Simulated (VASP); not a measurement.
# Na4YZnP3O12: electric field gradients with PBE

The system is Na4YZnP3O12.

```
CELL_PARAMETERS angstrom
4.64955 2.68442 7.54088
-4.64955 2.68442 7.54088
0.00000 -5.36883 7.54088
ATOMIC_POSITIONS crystal
Na 0.88494 0.62138 0.23421
Na 0.62138 0.23421 0.88494
Na 0.23421 0.88494 0.62138
Na 0.38494 0.73421 0.12138
Na 0.73421 0.12138 0.38494
Na 0.12138 0.38494 0.73421
Na 0.49317 0.49317 0.49317
Na 0.99317 0.99317 0.99317
Y 0.65154 0.65154 0.65154
Y 0.15154 0.15154 0.15154
Zn 0.34383 0.34383 0.34383
Zn 0.84383 0.84383 0.84383
P 0.55587 0.95411 0.24560
P 0.95411 0.24560 0.55587
P 0.24560 0.55587 0.95411
P 0.05587 0.74560 0.45411
P 0.74560 0.45411 0.05587
P 0.45411 0.05587 0.74560
O 0.52407 0.11720 0.28014
O 0.11720 0.28014 0.52407
O 0.28014 0.52407 0.11720
O 0.02407 0.78014 0.61720
O 0.78014 0.61720 0.02407
O 0.61720 0.02407 0.78014
O 0.47701 0.89348 0.71691
O 0.89348 0.71691 0.47701
O 0.71691 0.47701 0.89348
O 0.97701 0.21691 0.39348
O 0.21691 0.39348 0.97701
O 0.39348 0.97701 0.21691
O 0.43262 0.22575 0.58353
O 0.22575 0.58353 0.43262
O 0.58353 0.43262 0.22575
O 0.93262 0.08353 0.72575
O 0.08353 0.72575 0.93262
O 0.72575 0.93262 0.08353
O 0.57792 0.78062 0.40608
O 0.78062 0.40608 0.57792
O 0.40608 0.57792 0.78062
O 0.07792 0.90608 0.28062
O 0.90608 0.28062 0.07792
O 0.28062 0.07792 0.90608
```

| Quantity | Value |
| --- | --- |
| Program | VASP 6.6.1 |
| Task | electric field gradients |
| Functional | PBE |
| Potentials or basis | VASP PAW PBE potentials, release 64 (Na_pv, Y_sv, Zn, P, O) |
| Cutoff | 520 eV |
| k mesh | 3 × 3 × 3 |
| Occupations | fermi-dirac, width 0.02 eV |
| Spin | no spin polarisation |
| Dipole correction | no |
| Further INCAR settings | LREAL = Auto; ALGO = Normal; EDIFF = 1e-08; NBANDS = 165 |

The pressure is -0.5 GPa, the largest force is 0.222 eV/Å and the band gap on the k mesh is 3.88 eV, direct.

Forces in eV/Å, atoms in the order of the input:
```
Na  -0.035  0.028 -0.080
Na   0.042  0.016 -0.080
Na  -0.007 -0.045 -0.080
Na   0.007 -0.045 -0.080
Na  -0.042  0.016 -0.080
Na   0.035  0.028 -0.080
Na   0.000  0.000 -0.047
Na   0.000  0.000 -0.047
Y    0.000  0.000  0.005
Y    0.000  0.000  0.005
Zn   0.000  0.000  0.050
Zn   0.000  0.000  0.050
P   -0.069  0.069  0.115
P    0.095  0.025  0.115
P   -0.026 -0.095  0.115
P    0.026 -0.095  0.115
P   -0.095  0.025  0.115
P    0.069  0.069  0.115
O    0.096 -0.103  0.005
O   -0.137 -0.032  0.005
O    0.041  0.135  0.005
O   -0.041  0.135  0.005
O    0.137 -0.032  0.005
O   -0.096 -0.103  0.005
O    0.118  0.137 -0.128
O    0.059 -0.171 -0.128
O   -0.177  0.034 -0.128
O    0.177  0.034 -0.128
O   -0.059 -0.171 -0.128
O   -0.118  0.137 -0.128
O   -0.035  0.044  0.087
O    0.056  0.008  0.087
O   -0.021 -0.053  0.087
O    0.021 -0.053  0.087
O   -0.056  0.008  0.087
O    0.035  0.044  0.087
O    0.164 -0.115 -0.002
O   -0.182 -0.084 -0.002
O    0.018  0.199 -0.002
O   -0.018  0.199 -0.002
O    0.182 -0.084 -0.002
O   -0.164 -0.115 -0.002
```

Stress tensor (GPa, compression positive):
```
-0.39  0.00  0.00
 0.00 -0.39  0.00
 0.00  0.00 -0.86
```

Levels at points of the mesh, in eV from the valence-band top:
```csv
k point,band 136,band 137,band 138,band 139,band 140,band 141
"(0.00, 0.00, 0.00)",-0.06,0.00,0.00,3.88,5.76,6.06
```

Electric field gradients, principal values (V/Å²):
```csv
atom,least,middle,greatest (by size)
1 Na,1.031,6.800,-7.832
2 Na,1.031,6.800,-7.832
3 Na,1.031,6.800,-7.832
4 Na,1.031,6.800,-7.832
5 Na,1.031,6.800,-7.832
6 Na,1.031,6.800,-7.832
7 Na,4.781,4.781,-9.561
8 Na,4.781,4.781,-9.561
9 Y,-23.421,-23.421,46.841
10 Y,-23.421,-23.421,46.841
11 Zn,-12.948,-12.948,25.896
12 Zn,-12.948,-12.948,25.896
13 P,-1.202,-7.554,8.755
14 P,-1.202,-7.554,8.755
15 P,-1.202,-7.554,8.755
16 P,-1.202,-7.554,8.755
17 P,-1.202,-7.554,8.755
18 P,-1.202,-7.554,8.755
19 O,-41.047,-60.168,101.215
20 O,-41.047,-60.168,101.215
21 O,-41.047,-60.168,101.215
22 O,-41.047,-60.168,101.215
23 O,-41.047,-60.168,101.215
24 O,-41.047,-60.168,101.215
25 O,-36.423,-44.378,80.801
26 O,-36.423,-44.378,80.801
27 O,-36.423,-44.378,80.801
28 O,-36.423,-44.378,80.801
29 O,-36.423,-44.378,80.801
30 O,-36.423,-44.378,80.801
31 O,-38.334,-52.325,90.659
32 O,-38.334,-52.325,90.659
33 O,-38.334,-52.325,90.659
34 O,-38.334,-52.325,90.659
35 O,-38.334,-52.325,90.659
36 O,-38.334,-52.325,90.659
37 O,-37.097,-48.635,85.732
38 O,-37.097,-48.635,85.732
39 O,-37.097,-48.635,85.732
40 O,-37.097,-48.635,85.732
41 O,-37.097,-48.635,85.732
42 O,-37.097,-48.635,85.732
```

Run time: 12 min on 4 MPI ranks on AMD EPYC 7R13 Processor (Zen 3), with other jobs on the host, peak memory 0.95 GiB a rank.

Caveat: without QUAD_EFG the Cq values of the log hold for a quadrupole moment of 1 mb, not for the nuclei. PBE gaps usually lie below the measured ones, often by a third to a half.
